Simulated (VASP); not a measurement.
Sb, 2 atoms in the cell. Symmetry: R-3m, No. 166, trigonal system. The conventional cell has a = 4.354 Å, b = 4.354 Å, c = 11.349 Å, α = 90.00°, β = 90.00°, γ = 120.00°. Sb (site symmetry 3m) has 6 Sb at 2.94 to 3.38 Å within 3.9 Å. 

```yaml
Program: VASP 6.6.1
Task: single point
Functional: BLYP
Dispersion: D4
Potentials_or_basis: VASP PAW PBE potentials, release 64 (Sb_d_GW)
Cutoff: 500 eV
k_mesh: 8 × 8 × 8
Occupations: fermi-dirac, width 0.05 eV
Spin: no spin polarisation
Dipole_correction: no
Further_INCAR_settings: ALGO = Normal; EDIFF = 1e-06; NBANDS = 22
```

Potentials or basis: VASP PAW PBE potentials, release 64 (Sb_d_GW).

Launch:

```console
$ cat potpaw_PBE.64/Sb_d_GW/POTCAR > POTCAR
$ mpirun -np 1 vasp_std > vasp.out
```

Hardware: 1 thread of AMD EPYC 7R13 Processor (Zen 3), with other jobs on the host.

Task: Estimate the wall time of this run.

Result: Wall time 100 s on 1 thread of AMD EPYC 7R13 Processor (Zen 3), with other jobs on the host, peak memory 0.23 GiB. Counts: scf iterations 11, k points 65.
